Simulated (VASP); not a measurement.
Runs of VASP 6.6.1 on P. The structure is that of space group C2/m (No. 12), or close to it. The cells are those of the table. 

```csv
cell,gap on the mesh (eV),pressure (GPa),largest force (eV/Å)
"a = 6.174, b = 6.174, c = 5.162 Å, angles 90.4, 90.4, 82.9°, 8 atoms",2.12,(a),0.95
"a = 6.174, b = 6.174, c = 5.559 Å, angles 90.4, 90.4, 82.9°, 8 atoms",2.02,-5.1,2.02
"a = 6.325, b = 6.325, c = 5.030 Å, angles 90.4, 90.4, 82.9°, 8 atoms",(c),-2.3,1.62
"a = 5.723, b = 5.723, c = 5.559 Å, angles 90.3, 90.3, 82.9°, 8 atoms",1.92,(b),2.43
"a = 6.174, b = 6.174, c = 5.294 Å, angles 90.4, 90.4, 82.9°, 8 atoms",2.09,-3.0,1.09
```

Alike in all rows: task single point; level PBEsol; potentials or basis VASP PAW PBE potentials, release 64 (P); no spin polarisation; k mesh 6 × 6 × 6; cutoff (eV) 520; smearing gaussian 0.05 eV.

Estimate the missing entries.

(a) -1.5; (b) 4.3; (c) 2.11.

Caveats: this functional lacks dispersion, which holds the molecules together, so the pressure and a relaxed volume are unreliable; the PAW data sets were made with another functional, which shifts forces and pressure a little; the stress differs along the axes, from -3 to 2 GPa (at least some runs); the cell stands under tension (at least some runs); the stress differs along the axes, from -6 to 4 GPa (at least some runs); the stress differs along the axes, from -5 to 9 GPa (at least some runs).

A k mesh can miss the band edges.
